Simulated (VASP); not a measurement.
# Si8SbO15 (a cell with a defect) in VASP: single point with PBE

Aim: the single point of Si8SbO15 (a cell with a defect) with PBE.

Program: VASP 6.6.1. These are calculated values, not measurements. Logs are shortened: lines on timing, memory, paths and dates and some standing lists are left out, and cuts for length are marked.

**1. The cell of the first run**

The cell holds a defect, 24 atoms: a = 7.311 Å, b = 7.007 Å, c = 10.127 Å, α = 90.00°, β = 136.22°, γ = 90.00°.

**2. Single point, PBE**

File INCAR:

```
  PREC = Accurate
  ENCUT = 520
  EDIFF = 1E-7
  ISMEAR = -1
  SIGMA = 0.01
  LREAL = Auto
  LASPH = T
  NELM = 100
  ALGO = Normal
  ISIF = 2
  LWAVE = F
  LCHARG = F
  GGA = PE
  NELECT = 128.0
  NBANDS = 82
```

File KPOINTS:

```
regular mesh
0
Gamma
  4 4 4
```

File POSCAR:

```
Si8SbO15
1.0
    0.0000000000      0.0000000000      7.3113424844
    4.9545809254     -4.9545809254      0.0000000000
    4.9545809254      4.9545809254     -7.3113424844
Si Sb O
8 1 15
Direct
   -0.0234699457      0.0156205634      0.0061955631
    0.0365414545     -0.0253527695      0.5084255004
    0.4641571608      0.5093164753     -0.0148005950
    0.4848353102      0.4951775922      0.4749633525
    0.5452860721      0.7561955631      0.2656205634
    0.5303587194      0.7351994050      0.7593164753
   -0.0534687236      0.2584255004      0.2246472305
   -0.0146943655      0.2249633525      0.7451775922
    0.4312081405      1.0562081405      0.3062081405
    0.3484264776      0.9239606740      0.6768375526
    0.7523717490      0.4268375526      0.1739606740
    0.7630313543      0.3880313543      0.6380313543
    0.8779653033      0.7710646411      0.4348360676
    0.8286886558      0.8052895145      0.9499067673
    0.2309687466      0.3650718970      0.3768092633
    0.2580151224      0.3407835120      0.9124417815
    0.4265076260      0.6999067673      0.0552895145
    0.4952101710      0.6624417815      0.5907835120
    0.8279354055      0.1848360676      0.0210646411
    1.0109124137      0.1268092633      0.6150718970
    0.4678185581      0.5669561259      0.3149077737
    0.4430152110      0.5680152110      0.8180152110
    0.9543340414      0.0793340414      0.3293340414
    0.9140453415      0.0649077737      0.8169561259
```

Potentials or basis: VASP PAW PBE potentials, release 64 (Si, Sb, O).

Run with:

```bash
cat potpaw_PBE.64/Si/POTCAR potpaw_PBE.64/Sb/POTCAR potpaw_PBE.64/O/POTCAR > POTCAR
mpirun -np 1 vasp_std > vasp.out
```

OUTCAR:

```text
PREC = Accurate
   ENCUT = 520
   EDIFF = 1E-7
   ISMEAR = -1
   LREAL = Auto
   LASPH = T
   NELM = 100
   ISIF = 2
   GGA = PE
   NELECT = 128.0

 ion  position               nearest neighbor table
   1  0.977  0.016  0.006-  24 1.65  14 1.67  19 1.69   9 2.40   7 2.92   6 3.00   8 3.06
   2  0.037  0.975  0.508-  23 1.62  10 1.62  20 1.62  13 1.64   5 2.92   6 3.01   7 3.15   9 3.32

   3  0.464  0.509  0.985-  16 1.61  11 1.62  17 1.63  22 1.64   5 3.00   7 3.01   6 3.09   8 3.14

   4  0.485  0.495  0.475-  12 1.61  15 1.61  21 1.61  18 1.62   5 3.06   6 3.14   9 3.40
   5  0.545  0.756  0.266-  21 1.65  17 1.67  13 1.69   9 2.40   2 2.92   3 3.00   4 3.06
   6  0.530  0.735  0.759-  18 1.61  10 1.62  14 1.63  22 1.64   1 3.00   2 3.01   3 3.09   4 3.14

   7  0.947  0.258  0.225-  23 1.62  11 1.62  15 1.62  19 1.64   1 2.92   3 3.01   2 3.15   9 3.32

   8  0.985  0.225  0.745-  12 1.61  20 1.61  24 1.61  16 1.62   1 3.06   3 3.14   9 3.40
   9  0.431  0.056  0.306-   5 2.40   1 2.40   2 3.32   7 3.32   8 3.40   4 3.40
  10  0.348  0.924  0.677-   6 1.62   2 1.62
  11  0.752  0.427  0.174-   3 1.62   7 1.62
  12  0.763  0.388  0.638-   8 1.61   4 1.61
  13  0.878  0.771  0.435-   2 1.64   5 1.69
  14  0.829  0.805  0.950-   6 1.63   1 1.67
  15  0.231  0.365  0.377-   4 1.61   7 1.62
  16  0.258  0.341  0.912-   3 1.61   8 1.62
  17  0.427  0.700  0.055-   3 1.63   5 1.67
  18  0.495  0.662  0.591-   6 1.61   4 1.62
  19  0.828  0.185  0.021-   7 1.64   1 1.69
  20  0.011  0.127  0.615-   8 1.61   2 1.62
  21  0.468  0.567  0.315-   4 1.61   5 1.65
  22  0.443  0.568  0.818-   6 1.64   3 1.64
  23  0.954  0.079  0.329-   2 1.62   7 1.62
  24  0.914  0.065  0.817-   8 1.61   1 1.65

  LATTYP: Found a simple tetragonal cell.
 ALAT       =     7.0068355406
 C/A-ratio  =     1.0434585544

  Lattice vectors:

 A1 = (   4.9545809254,   4.9545809254,   0.0000000000)
 A2 = (   4.9545809254,  -4.9545809254,   0.0000000000)
 A3 = (   0.0000000000,   0.0000000000,  -7.3113424844)

Analysis of symmetry for initial positions (statically):
=====================================================================
 Subroutine PRICEL returns:
 Original cell was already a primitive cell.

 Routine SETGRP: Setting up the symmetry group for a
 simple tetragonal supercell.

 Subroutine GETGRP returns: Found  2 space group operations
 (whereof  1 operations were pure point group operations)
 out of a pool of 16 trial point group operations.

The static configuration has the point symmetry C_1 .
 The point group associated with its full space group is C_2 .

Analysis of symmetry for dynamics (positions and initial velocities):
=====================================================================
 Subroutine PRICEL returns:
 Original cell was already a primitive cell.

 Routine SETGRP: Setting up the symmetry group for a
 simple tetragonal supercell.

 Subroutine GETGRP returns: Found  2 space group operations
 (whereof  1 operations were pure point group operations)
 out of a pool of 16 trial point group operations.

The dynamic configuration has the point symmetry C_1 .
 The point group associated with its full space group is C_2 .

 Subroutine INISYM returns: Found  2 space group operations
 (whereof  1 operations are pure point group operations),
 and found     1 'primitive' translations

----------------------------------------------------------------------------------------

                                     Primitive cell

  volume of cell :     358.9558

  direct lattice vectors                    reciprocal lattice vectors
     0.000000000  0.000000000  7.311342484     0.100916709  0.100916709  0.136773787
     4.954580925 -4.954580925  0.000000000     0.100916709 -0.100916709  0.000000000
     4.954580925  4.954580925 -7.311342484     0.100916709  0.100916709  0.000000000

  length of vectors
     7.311342484  7.006835541 10.126770128     0.197675069  0.142717778  0.142717778

  position of ions in fractional coordinates (direct lattice)
     0.976530054  0.015620563  0.006195563
     0.036541454  0.974647230  0.508425500
     0.464157161  0.509316475  0.985199405
     0.484835310  0.495177592  0.474963352
     0.545286072  0.756195563  0.265620563
     0.530358719  0.735199405  0.759316475
[... 16 lines left out ...]
     0.954334041  0.079334041  0.329334041
     0.914045341  0.064907774  0.816956126

  ion indices of the primitive-cell ions
   primitive index   ion index
                 1           1
                 2           2
                 3           3
                 4           4
                 5           5
                 6           6
[... 16 lines left out ...]
                23          23
                24          24

----------------------------------------------------------------------------------------

 KPOINTS: regular mesh

Automatic generation of k-mesh.
 Grid dimensions read from file:
 generate k-points for:    4    4    4

 Generating k-lattice:

  Cartesian coordinates                     Fractional coordinates (reciprocal lattice)
     0.025229177  0.025229177  0.034193447     0.250000000  0.000000000  0.000000000
     0.025229177 -0.025229177  0.000000000     0.000000000  0.250000000  0.000000000
     0.025229177  0.025229177  0.000000000     0.000000000  0.000000000  0.250000000

  Length of vectors
     0.049418767  0.035679445  0.035679445

  Shift w.r.t. Gamma in fractional coordinates (k-lattice)
     0.000000000  0.000000000  0.000000000

 Subroutine IBZKPT returns following result:
 ===========================================

 Found     24 irreducible k-points:

 Following reciprocal coordinates:
            Coordinates               Weight
  0.000000  0.000000  0.000000      1.000000
  0.250000  0.000000  0.000000      4.000000
  0.250000  0.000000  0.500000      4.000000
  0.500000  0.000000  0.000000      2.000000
  0.000000  0.250000  0.000000      4.000000
  0.250000  0.250000  0.000000      4.000000
[... 16 lines left out ...]
  0.500000  0.000000  0.500000      1.000000
  0.000000  0.500000  0.500000      1.000000
   k-points           NKPTS =     24   k-points in BZ     NKDIM =     24   number of bands    NBANDS=     82
   number of dos      NEDOS =    301   number of ions     NIONS =     24
   total plane-waves  NPLWV = 233280
   dimension x,y,z NGX =    54 NGY =   54 NGZ =   80
   dimension x,y,z NGXF=   108 NGYF=  108 NGZF=  160
   ions per type =               8   1  15
   NGX,Y,Z   is equivalent  to a cutoff of  12.28, 12.81, 13.13 a.u.
   NGXF,Y,Z  is equivalent  to a cutoff of  24.56, 25.62, 26.27 a.u.
 SYSTEM =  unknown system
   PREC   = accura    normal or accurate (medium, high low for compatibility)
   ISTART =      0    job   : 0-new  1-cont  2-samecut
   ICHARG =      2    charge: 1-file 2-atom 10-const
   ISPIN  =      1    spin polarized calculation?
   LNONCOLLINEAR =      F non collinear calculations
   LSORBIT =      F    spin-orbit coupling
   LASPH  =      T    aspherical Exc in radial PAW
   ENCUT  =  520.0 eV  38.22 Ry    6.18 a.u.  13.59 13.03 18.83*2*pi/ulx,y,z
   NELM   =    100;   NELMIN=  2; NELMDL= -5     # of ELM steps
   EDIFF  = 0.1E-06   stopping-criterion for ELM
   LREAL  =      T    real-space projection
   EDIFFG = 0.1E-05   stopping-criterion for IOM
   NSW    =      0    number of steps for IOM
   IBRION =     -1    ionic relax: 0-MD 1-quasi-New 2-CG
   NFREE  =      0    steps in history (QN), initial steepest desc. (CG)
   ISIF   =      2    stress and relaxation
   ISYM   =      2    0-nonsym 1-usesym 2-fastsym
   POTIM  = 0.5000    time-step for ionic-motion
   TEBEG  =    0.0;   TEEND  =   0.0 temperature during run
   PSTRESS=    0.0 pullay stress
   NELECT =     128.0000    total number of electrons
   NUPDOWN=      -1.0000    fix difference up-down
   EMIN   =  10.00;   EMAX   =-10.00  energy-range for DOS
   EFERMI =   0.00;   METHOD = LEGACY
   ISMEAR =    -1;   SIGMA  =   0.01  broadening in eV -4-tet -1-fermi 0-gaus
   EFERMI_NEDOS =   21; number of points for ismear=-14 and -15
   IALGO  =     38    algorithm
   IMIX   =      4    mixing-type and parameters
     AMIX     =   0.40;   BMIX     =  1.00
     AMIX_MAG =   1.60;   BMIX_MAG =  1.00
  volume/ion in A,a.u.               =      14.96       100.93
  Fermi-wavevector in a.u.,A,eV,Ry     =   1.160908  2.193798 18.336674  1.347708
  Thomas-Fermi vector in A             =   2.297486
   LORBIT       =      0    0 simple, 1 ext, 2 COOP (PROOUT), +10 PAW based schemes
   GGA     = PE    functional components
   LHFCALC =     F    Hartree Fock is set to
   AEXX    =    0.0000 exact exchange contribution
   IVDW    =     0    specifies the selected vdW correction
   LEPSILON=     F    determine dielectric tensor
   LRPA    =     F    only Hartree local field effects (RPA)
 non-spin polarized calculation
  energy-cutoff  :      520.00
  volume of cell :      358.96
 maximum number of plane-waves:      9732
   NGX = 27   NGY = 27   NGZ = 37

 number of electron     127.9999999 magnetization

 Free energy of the ion-electron system (eV)
  ---------------------------------------------------
  ext. energy  EPLUGINS =         0.00000000
  ---------------------------------------------------
  free energy    TOTEN  =      -177.50605600 eV

  energy without entropy =     -177.50605600  energy(sigma->0) =     -177.50605600

 E-fermi :   4.3332     XC(G=0):  -8.6785

 val. band max:        4.0956058941   @ k =   0.0000   0.0000   0.0000
 cond. band min:       6.3187917846   @ k =   0.0000   0.0000   0.0000
 fundamental gap:      2.2231858905
 Fermi energy:         4.3331564624

 k-point     1 :       0.0000    0.0000    0.0000
  band No.  band energies     occupation
      1     -18.8645      2.00000
      2     -18.0860      2.00000
      3     -18.0470      2.00000
      4     -18.0088      2.00000
      5     -18.0079      2.00000
      6     -17.7191      2.00000
[... 68 lines left out ...]
     75       9.8422      0.00000
     76      10.0912      0.00000

 k-point     2 :       0.2500    0.0000    0.0000
  band No.  band energies     occupation
      1     -18.7546      2.00000
      2     -18.4017      2.00000
      3     -18.2209      2.00000
      4     -17.9962      2.00000
      5     -17.6388      2.00000
      6     -17.6200      2.00000
[... 68 lines left out ...]
     75       9.8993      0.00000
     76      10.0687      0.00000

 k-point     3 :       0.2500    0.0000    0.5000
  band No.  band energies     occupation
      1     -18.7621      2.00000
      2     -18.3235      2.00000
      3     -18.2976      2.00000
      4     -17.9499      2.00000
      5     -17.8077      2.00000
      6     -17.5060      2.00000
[... 1648 lines left out ...]
     75      10.0602      0.00000
     76      10.1171      0.00000

 k-point    24 :       0.0000    0.5000    0.5000
  band No.  band energies     occupation
      1     -18.5387      2.00000
      2     -18.5112      2.00000
      3     -18.4602      2.00000
      4     -18.0471      2.00000
      5     -17.4528      2.00000
      6     -17.4119      2.00000
[... 68 lines left out ...]
     75       9.7268      0.00000
     76      10.0209      0.00000
 [bands above 76 left out]

------------------------ aborting loop because EDIFF is reached ----------------------------------------

  FORCE on cell =-STRESS in cart. coord.  units (eV):
  Direction    XX          YY          ZZ          XY          YZ          ZX
  --------------------------------------------------------------------------------------
  -------------------------------------------------------------------------------------
  Total       15.1334543     20.3390399     19.9891741      0.0000000      7.9894568      0.0000000
  in kB       67.5472503     90.7820642     89.2204597      0.0000000     35.6604532      0.0000000
  external PRESSURE =      82.5165914 kB  Pullay stress =       0.0000000 kB

 VOLUME and BASIS-vectors are now :
 -----------------------------------------------------------------------------
  energy-cutoff  :      520.00
  volume of cell :      358.96
      direct lattice vectors                 reciprocal lattice vectors
     0.000000000  0.000000000  7.311342484     0.100916709  0.100916709  0.136773787
     4.954580925 -4.954580925  0.000000000     0.100916709 -0.100916709  0.000000000
     4.954580925  4.954580925 -7.311342484     0.100916709  0.100916709  0.000000000

 POSITION                                       TOTAL-FORCE (eV/Angst)
 -----------------------------------------------------------------------------------
      0.10809     -0.04670      7.09445        -0.084300     -0.007491     -0.005581
      7.34800     -2.30993     -3.45011         0.053289     -0.016572      0.021445
      7.40470      2.35780     -3.80952        -0.002138     -0.013359     -0.009103
      4.80664     -0.10015      0.07218         0.016472      0.010370     -0.011764
      5.06267     -2.43059      2.04473        -0.084300      0.007491      0.005581
      7.40470      0.11949     -1.67399        -0.002138      0.013359      0.009103
[... 16 lines left out ...]
      2.02478      1.23865      4.56959         0.010048      0.000000      0.000000
      4.36927      3.72608      0.70985        -0.010938      0.005010     -0.001544
 -----------------------------------------------------------------------------------
    total drift:                               -0.000964      0.000057      0.000042

  FREE ENERGIE OF THE ION-ELECTRON SYSTEM (eV)
  ---------------------------------------------------
  free  energy   TOTEN  =      -177.5060560008 eV

  energy  without entropy=     -177.5060560008  energy(sigma->0) =     -177.50605600
```

Run time: 14 min. Hardware: 1 thread of Intel Xeon 6975P-C (Granite Rapids), shared host; peak memory 0.77 GiB.

What came out:

```yaml
Free_energy: -177.5061 eV
Largest_force: 0.203 eV/Å
```

Forces in eV/Å, atoms in the order of the input:
```
Si  -0.084 -0.007 -0.006
Si   0.053 -0.017  0.021
Si  -0.002 -0.013 -0.009
Si   0.016  0.010 -0.012
Si  -0.084  0.007  0.006
Si  -0.002  0.013  0.009
Si   0.053  0.017 -0.021
Si   0.016 -0.010  0.012
Sb   0.203  0.000  0.000
O   -0.010 -0.012 -0.001
O   -0.010  0.012  0.001
O   -0.013  0.000  0.000
O   -0.018  0.027 -0.010
O    0.001  0.011 -0.007
O   -0.036  0.001  0.017
O   -0.007  0.000  0.005
O    0.001 -0.011  0.007
O   -0.007  0.000 -0.005
O   -0.018 -0.027  0.010
O   -0.036 -0.001 -0.017
O   -0.011 -0.005  0.002
O   -0.005  0.000  0.000
O    0.010  0.000  0.000
O   -0.011  0.005 -0.002
```

Caveat: the cell carries a net charge on a neutralising background, which shifts energy and pressure; the cell is charged against a uniform background, so pressure and absolute levels hang on convention; spin-orbit coupling is left out, which moves the levels of the heavy elements.
